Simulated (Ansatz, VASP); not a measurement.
# Ge: VASP beside Ansatz

```
Ge
1.0
     3.99759    0.00000    0.00000
    -1.99879    3.46201    0.00000
     0.00000    0.00000    6.79736
Ge
4
Direct
  0.66667 0.33333 0.06290
  0.33333 0.66667 0.56290
  0.66667 0.33333 0.43710
  0.33333 0.66667 0.93710
```

Change from the starting cell: zz strain of +3 %.

Alike in both runs: task single point; functional PBE; k mesh 11 × 11 × 6; occupations fermi-dirac, width 0.05 eV; no spin polarisation.

|  | VASP | Ansatz |
| --- | --- | --- |
| version | VASP 6.6.1 | Ansatz 0.2.0 |
| potentials or method | VASP PAW PBE potentials, release 64 (Ge_d), cutoff 520 eV | all-electron LAPW, scalar-relativistic |

Ansatz gave:

```
pressure (GPa)                                                : 1.0
traceless stress, the component that is largest in VASP (GPa) : -3.12
rms of the force components (eV/Å)                            : 0.134
```

What did VASP give for the same quantities?

Pressure (GPa): 0.9; traceless stress, the component that is largest in VASP (GPa): -3.11; rms of the force components (eV/Å): 0.133.

Atom by atom the forces differ by 0.001 eV/Å (rms over components). Ansatz ran all-electron here, and VASP with PAW potentials.
